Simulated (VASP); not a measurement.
# Sb (P4/mmm) in VASP: a series of runs

The runs below take Sb through single point, with r2SCAN.

Everything below comes from runs of VASP 6.6.1. Logs are shortened: lines on timing, memory, paths and dates and some standing lists are left out, and cuts for length are marked.

## Step 1: The cell of the first run

It takes space group P4/mmm (No. 123, tetragonal). The conventional cell has a = 3.413 Å, b = 3.413 Å, c = 2.907 Å, α = 90.00°, β = 90.00°, γ = 90.00°. Within 3.8 Å of Sb (site symmetry 4/mmm) lie 6 Sb at 2.91 to 3.41 Å.

## Step 2: Single point, r2SCAN (strain +0.080 along x and y, -0.080 along z)

POSCAR reads:

```
Sb
1.0
    3.4128000000      0.0000000000      0.0000000000
    0.0000000000      3.4128000000      0.0000000000
    0.0000000000      0.0000000000      2.9072000000
Sb
1
Direct
    0.0000000000      0.0000000000      0.0000000000
```

INCAR.step1 reads:

```
SYSTEM = Sb
PREC = Accurate
ENCUT = 520
ISMEAR = 0
SIGMA = 0.15
LREAL = .FALSE.
LASPH = .TRUE.
NELM = 60
NBANDS = 8
GGA = PE
ALGO = Normal
EDIFF = 1E-4
LWAVE = .TRUE.
LCHARG = .FALSE.
```

INCAR.step2 reads:

```
SYSTEM = Sb
PREC = Accurate
ENCUT = 520
EDIFF = 1E-6
ISMEAR = 0
SIGMA = 0.15
LREAL = .FALSE.
LASPH = .TRUE.
NELM = 60
ALGO = Normal
ISIF = 2
LWAVE = .FALSE.
LCHARG = .TRUE.
METAGGA = R2SCAN
LMIXTAU = .TRUE.
LELF = .TRUE.
LVHAR = .TRUE.
NBANDS = 8
ISTART = 1
```

KPOINTS reads:

```
Automatic mesh
0
G
  16 16 16
  0 0 0
```

Potentials or basis: VASP PAW PBE potentials, release 64 (Sb).

Run with:

```sh
cat potpaw_PBE.64/Sb/POTCAR > POTCAR
cp INCAR.step1 INCAR
mpirun -np 1 vasp_std > vasp.out
cp INCAR.step2 INCAR
mpirun -np 1 vasp_std > vasp.out
```

OUTCAR:

```text
SYSTEM = Sb
   PREC = Accurate
   ENCUT = 520
   EDIFF = 1E-6
   ISMEAR = 0
   LREAL = .FALSE.
   LASPH = .TRUE.
   NELM = 60
   ISIF = 2
   METAGGA = R2SCAN
   ISTART = 1

 ion  position               nearest neighbor table
   1  0.000  0.000  0.000-

  LATTYP: Found a simple tetragonal cell.
 ALAT       =     3.4128000000
 C/A-ratio  =     0.8518518519

  Lattice vectors:

 A1 = (   3.4128000000,   0.0000000000,   0.0000000000)
 A2 = (   0.0000000000,   3.4128000000,   0.0000000000)
 A3 = (   0.0000000000,   0.0000000000,   2.9072000000)

Analysis of symmetry for initial positions (statically):
=====================================================================
 Subroutine PRICEL returns:
 Original cell was already a primitive cell.

 Routine SETGRP: Setting up the symmetry group for a
 simple tetragonal supercell.

 Subroutine GETGRP returns: Found 16 space group operations
 (whereof 16 operations were pure point group operations)
 out of a pool of 16 trial point group operations.

The static configuration has the point symmetry D_4h.

Analysis of symmetry for dynamics (positions and initial velocities):
=====================================================================
 Subroutine PRICEL returns:
 Original cell was already a primitive cell.

 Routine SETGRP: Setting up the symmetry group for a
 simple tetragonal supercell.

 Subroutine GETGRP returns: Found 16 space group operations
 (whereof 16 operations were pure point group operations)
 out of a pool of 16 trial point group operations.

The dynamic configuration has the point symmetry D_4h.

 Subroutine INISYM returns: Found 16 space group operations
 (whereof 16 operations are pure point group operations),
 and found     1 'primitive' translations

----------------------------------------------------------------------------------------

                                     Primitive cell

  volume of cell :      33.8608

  direct lattice vectors                    reciprocal lattice vectors
     3.412800000  0.000000000  0.000000000     0.293014534  0.000000000  0.000000000
     0.000000000  3.412800000  0.000000000     0.000000000  0.293014534  0.000000000
     0.000000000  0.000000000  2.907200000     0.000000000  0.000000000  0.343973583

  length of vectors
     3.412800000  3.412800000  2.907200000     0.293014534  0.293014534  0.343973583

  position of ions in fractional coordinates (direct lattice)
     0.000000000  0.000000000  0.000000000

  ion indices of the primitive-cell ions
   primitive index   ion index
                 1           1

----------------------------------------------------------------------------------------

 KPOINTS: Automatic mesh

Automatic generation of k-mesh.
 Grid dimensions read from file:
 generate k-points for:   16   16   16

 Generating k-lattice:

  Cartesian coordinates                     Fractional coordinates (reciprocal lattice)
     0.018313408  0.000000000  0.000000000     0.062500000  0.000000000  0.000000000
     0.000000000  0.018313408  0.000000000     0.000000000  0.062500000  0.000000000
     0.000000000  0.000000000  0.021498349     0.000000000  0.000000000  0.062500000

  Length of vectors
     0.018313408  0.018313408  0.021498349

  Shift w.r.t. Gamma in fractional coordinates (k-lattice)
     0.000000000  0.000000000  0.000000000

 Subroutine IBZKPT returns following result:
 ===========================================

 Found    405 irreducible k-points:

 Following reciprocal coordinates:
            Coordinates               Weight
  0.000000  0.000000  0.000000      1.000000
  0.062500  0.000000  0.000000      4.000000
  0.125000  0.000000  0.000000      4.000000
  0.187500  0.000000  0.000000      4.000000
  0.250000  0.000000  0.000000      4.000000
  0.312500  0.000000  0.000000      4.000000
[... 16 lines left out ...]
  0.437500  0.125000  0.000000      8.000000
  0.500000  0.125000  0.000000      4.000000
 [... further k-points ...]
   k-points           NKPTS =    405   k-points in BZ     NKDIM =    405   number of bands    NBANDS=      8
   number of dos      NEDOS =    301   number of ions     NIONS =      1
   total plane-waves  NPLWV =  18816
   dimension x,y,z NGX =    28 NGY =   28 NGZ =   24
   dimension x,y,z NGXF=    56 NGYF=   56 NGZF=   48
   ions per type =               1
   NGX,Y,Z   is equivalent  to a cutoff of  13.64, 13.64, 13.72 a.u.
   NGXF,Y,Z  is equivalent  to a cutoff of  27.28, 27.28, 27.45 a.u.
 SYSTEM =  Sb
   PREC   = accura    normal or accurate (medium, high low for compatibility)
   ISTART =      1    job   : 0-new  1-cont  2-samecut
   ICHARG =      0    charge: 1-file 2-atom 10-const
   ISPIN  =      1    spin polarized calculation?
   LNONCOLLINEAR =      F non collinear calculations
   LSORBIT =      F    spin-orbit coupling
   LASPH  =      T    aspherical Exc in radial PAW
   ENCUT  =  520.0 eV  38.22 Ry    6.18 a.u.   6.35  6.35  5.41*2*pi/ulx,y,z
   NELM   =     60;   NELMIN=  2; NELMDL=  0     # of ELM steps
   EDIFF  = 0.1E-05   stopping-criterion for ELM
   LREAL  =      F    real-space projection
   EDIFFG = 0.1E-04   stopping-criterion for IOM
   NSW    =      0    number of steps for IOM
   IBRION =     -1    ionic relax: 0-MD 1-quasi-New 2-CG
   NFREE  =      0    steps in history (QN), initial steepest desc. (CG)
   ISIF   =      2    stress and relaxation
   ISYM   =      2    0-nonsym 1-usesym 2-fastsym
   POTIM  = 0.5000    time-step for ionic-motion
   TEBEG  =    0.0;   TEEND  =   0.0 temperature during run
   PSTRESS=    0.0 pullay stress
   NELECT =       5.0000    total number of electrons
   NUPDOWN=      -1.0000    fix difference up-down
   EMIN   =  10.00;   EMAX   =-10.00  energy-range for DOS
   EFERMI =   0.00;   METHOD = LEGACY
   ISMEAR =     0;   SIGMA  =   0.15  broadening in eV -4-tet -1-fermi 0-gaus
   EFERMI_NEDOS =   21; number of points for ismear=-14 and -15
   IALGO  =     38    algorithm
   IMIX   =      4    mixing-type and parameters
     AMIX     =   0.40;   BMIX     =  1.00
     AMIX_MAG =   1.60;   BMIX_MAG =  1.00
  volume/ion in A,a.u.               =      33.86       228.50
  Fermi-wavevector in a.u.,A,eV,Ry     =   0.865299  1.635177 10.187247  0.748742
  Thomas-Fermi vector in A             =   1.983521
   LORBIT       =      0    0 simple, 1 ext, 2 COOP (PROOUT), +10 PAW based schemes
   METAGGA = R2SCAN    functional components
   LHFCALC =     F    Hartree Fock is set to
   AEXX    =    0.0000 exact exchange contribution
   IVDW    =     0    specifies the selected vdW correction
   LEPSILON=     F    determine dielectric tensor
   LRPA    =     F    only Hartree local field effects (RPA)
 non-spin polarized calculation
 Gauss-broadening in eV      SIGMA  =   0.15
  energy-cutoff  :      520.00
  volume of cell :       33.86
 maximum number of plane-waves:       935
 NGX is ok and might be reduce to    28
   NGX = 13   NGY = 13   NGZ = 11

 number of electron       4.9999999 magnetization

 Free energy of the ion-electron system (eV)
  ---------------------------------------------------
  ext. energy  EPLUGINS =         0.00000000
  ---------------------------------------------------
  free energy    TOTEN  =       -25.39037309 eV

  energy without entropy =      -25.38499850  energy(sigma->0) =      -25.38768580

 E-fermi :   5.5354     XC(G=0):  -9.5242

 val. band max:        5.5341466594   @ k =   0.3125   0.1875   0.5000
 cond. band min:       5.5503417630   @ k =   0.3125   0.2500   0.4375
 fundamental gap:      0.0161951036
 Fermi energy:         5.5354363059

 k-point     1 :       0.0000    0.0000    0.0000
  band No.  band energies     occupation
      1      -6.7057      2.00000
      2       7.1731      0.00000
      3       7.1731      0.00000
      4      11.6732      0.00000
      5      11.7598      0.00000
      6      11.8153      0.00000
      7      16.1514      0.00000
      8      21.6253      0.00000

 k-point     2 :       0.0625    0.0000    0.0000
  band No.  band energies     occupation
      1      -6.6639      2.00000
      2       6.6574      0.00000
      3       7.2112      0.00000
      4      11.7544      0.00000
      5      11.8551      0.00000
      6      12.3163      0.00000
      7      16.1917      0.00000
      8      20.9901      0.00000

 k-point     3 :       0.1250    0.0000    0.0000
  band No.  band energies     occupation
      1      -6.5405      2.00000
      2       5.5618      0.80404
      3       7.3229      0.00000
      4      11.8812      0.00000
      5      11.9714      0.00000
      6      13.6387      0.00000
      7      16.3171      0.00000
      8      19.9459      0.00000

 k-point     4 :       0.1875    0.0000    0.0000
  band No.  band energies     occupation
      1      -6.3419      2.00000
      2       4.3463      2.00000
      3       7.4988      0.00000
      4      12.0868      0.00000
      5      12.1549      0.00000
      6      15.1581      0.00000
      7      16.5629      0.00000
      8      18.9038      0.00000

 k-point     5 :       0.2500    0.0000    0.0000
  band No.  band energies     occupation
      1      -6.0810      2.00000
      2       3.1836      2.00000
      3       7.7225      0.00000
      4      12.3677      0.00000
      5      12.3886      0.00000
      6      16.2758      0.00000
      7      17.1879      0.00000
      8      17.9443      0.00000
[... 177 lines left out ...]
 k-point    22 :       0.3750    0.1250    0.0000
  band No.  band energies     occupation
      1      -5.3189      2.00000
      2       1.4849      2.00000
      3       6.6769      0.00000
      4      13.0427      0.00000
      5      13.5880      0.00000
      6      15.0156      0.00000
      7      17.7045      0.00000
      8      19.8010      0.00000

 k-point    23 :       0.4375    0.1250    0.0000
  band No.  band energies     occupation
      1      -5.0889      2.00000
      2       0.9312      2.00000
      3       6.8714      0.00000
      4      13.1943      0.00000
      5      13.2186      0.00000
      6      15.1752      0.00000
      7      18.1970      0.00000
      8      19.3543      0.00000

 k-point    24 :       0.5000    0.1250    0.0000
  band No.  band energies     occupation
      1      -5.0002      2.00000
      2       0.7339      2.00000
      3       6.9447      0.00000
      4      13.0467      0.00000
      5      13.2838      0.00000
      6      15.2481      0.00000
      7      18.5242      0.00000
      8      19.0500      0.00000

 [... further k-points ...]
[... 5 lines left out ...]
  --------------------------------------------------------------------------------------
  -------------------------------------------------------------------------------------
  Total       -1.9403119     -1.9403119      1.4259881      0.0000000      0.0000000      0.0000000
  in kB      -91.8090586    -91.8090586     67.4729810      0.0000000      0.0000000      0.0000000
  external PRESSURE =     -38.7150454 kB  Pullay stress =       0.0000000 kB

 VOLUME and BASIS-vectors are now :
 -----------------------------------------------------------------------------
  energy-cutoff  :      520.00
  volume of cell :       33.86
      direct lattice vectors                 reciprocal lattice vectors
     3.412800000  0.000000000  0.000000000     0.293014534  0.000000000  0.000000000
     0.000000000  3.412800000  0.000000000     0.000000000  0.293014534  0.000000000
     0.000000000  0.000000000  2.907200000     0.000000000  0.000000000  0.343973583

 POSITION                                       TOTAL-FORCE (eV/Angst)
 -----------------------------------------------------------------------------------
      0.00000      0.00000      0.00000         0.000000      0.000000      0.000000
 -----------------------------------------------------------------------------------
    total drift:                               -0.000000     -0.000000      0.000000

  FREE ENERGIE OF THE ION-ELECTRON SYSTEM (eV)
  ---------------------------------------------------
  free  energy   TOTEN  =       -25.3903730940 eV

  energy  without entropy=      -25.3849984964  energy(sigma->0) =      -25.38768580
```

Wall time 1.7 min (1 thread of Intel Xeon 6975P-C (Granite Rapids), shared host); peak memory 0.24 GiB.

Results:

```
Free energy            : -25.3904 eV
Pressure               : -3.9 GPa
Band gap on the k mesh : zero (an odd number of electrons rules out a gap without spin polarisation)
```

Stress tensor (GPa, compression positive):
```
-9.18  0.00  0.00
 0.00 -9.18  0.00
 0.00  0.00  6.75
```

Caveat: the cell differs from its parent crystal (strain +0.080 along x and y, -0.080 along z); the cell stands under tension; the PAW data sets were made with another functional, which shifts forces and pressure a little; spin-orbit coupling is left out, which moves the levels of the heavy elements.

## Step 3: Single point, r2SCAN (strain +0.000 along x and y, +0.080 along z)

POSCAR reads:

```
Sb
1.0
    3.1600000000      0.0000000000      0.0000000000
    0.0000000000      3.1600000000      0.0000000000
    0.0000000000      0.0000000000      3.4128000000
Sb
1
Direct
    0.0000000000      0.0000000000      0.0000000000
```

INCAR.step1 reads:

```
SYSTEM = Sb
PREC = Accurate ; ENCUT = 520
ISMEAR = 0 ; SIGMA = 0.15
LREAL = .False. ; LASPH = .True.
NELM = 80 ; NBANDS = 8
GGA = PE ; ALGO = Normal
EDIFF = 1E-4 ; LWAVE = .True.
LCHARG = .False.
```

INCAR.step2 reads:

```
SYSTEM = Sb
PREC = Accurate ; ENCUT = 520
EDIFF = 1E-6 ; ISMEAR = 0
SIGMA = 0.15 ; LREAL = .False.
LASPH = .True. ; NELM = 80
ALGO = Normal ; ISIF = 2
LWAVE = .False. ; LCHARG = .False.
METAGGA = R2SCAN ; LMIXTAU = .True.
NBANDS = 8 ; ISTART = 1
```

KPOINTS reads:

```
regular mesh
0
Gamma
  16 16 16
  0 0 0
```

Potentials or basis: VASP PAW PBE potentials, release 64 (Sb).

Run with:

```sh
cat potpaw_PBE.64/Sb/POTCAR > POTCAR
cp INCAR.step1 INCAR
mpirun -np 1 vasp_std > vasp.out
cp INCAR.step2 INCAR
mpirun -np 1 vasp_std > vasp.out
```

It took 70 s on 1 thread of Intel Xeon 6975P-C (Granite Rapids), shared host; peak memory 0.23 GiB.

Results (log left out):

| Property | Result |
| --- | --- |
| Free energy | -25.5090 eV |
| Pressure | -5.9 GPa |
| Band gap on the k mesh | zero (an odd number of electrons rules out a gap without spin polarisation) |

Stress tensor (GPa, compression positive):
```
-4.40  0.00  0.00
 0.00 -4.40  0.00
 0.00  0.00 -8.90
```

Levels at points of the mesh, in eV from the Fermi level:
```tsv
k point	band 1	band 2	band 3	band 4	band 5	band 6
(0.00, 0.00, 0.00)	-12.05	1.81	3.72	3.72	6.27	7.56
(0.50, 0.00, 0.00)	-9.65	-5.09	3.75	5.70	8.76	10.28
(0.50, 0.50, 0.00)	-7.05	-3.14	-3.14	3.04	5.69	12.08
(0.00, 0.00, 0.50)	-10.50	-4.84	5.00	5.00	8.97	11.47
(0.50, 0.00, 0.50)	-7.99	-3.76	-2.78	2.92	6.97	12.66
(0.50, 0.50, 0.50)	-5.20	-1.91	-1.91	-0.83	4.99	5.59
```

Caveat: the cell differs from its parent crystal (strain +0.000 along x and y, +0.080 along z); the cell stands under tension; the PAW data sets were made with another functional, which shifts forces and pressure a little; spin-orbit coupling is left out, which moves the levels of the heavy elements.
